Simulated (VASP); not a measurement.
MnO:

```
Mn O
1.0
     0.00000    2.22200    2.22200
     2.22200    0.00000    2.22200
     2.22200    2.22200    0.00000
Mn O
1 1
Direct
  0.00000 0.00000 0.00000
  0.50000 0.50000 0.50000
```

Program: VASP 6.6.1. Alike in all runs: task single point; potentials or basis VASP PAW PBE potentials, release 64 (Mn_sv, O); spin collinear, ferromagnetic start; cell as given; cutoff (eV) 700; smearing fermi-dirac 0.05 eV.

**Question.** Order these runs on this cell by their pressure, lowest first.
A. level PBE; fixed moment (μB) 2.0; k mesh 9 × 9 × 9
B. level PBE; fixed moment (μB) 4.0; k mesh 9 × 9 × 9
C. level PBE; fixed moment (μB) 3.0; k mesh 9 × 9 × 9
D. level PBE+U; U Mn d U = 6.0 eV; k mesh 10 × 10 × 10
E. level PBE; fixed moment (μB) 6.0; k mesh 9 × 9 × 9

**Answer.** A (-30.1 GPa), C (-23.9 GPa), B (-13.2 GPa), D (7.4 GPa), E (37.5 GPa).

Caveats: a cell with one magnetic atom can't hold antiferromagnetic order, which such compounds often take; the total moment is fixed, so each spin has its own Fermi level and the state may be an excited one (at least some runs); the cell stands under tension (at least some runs); the cell stands under pressure (at least some runs).
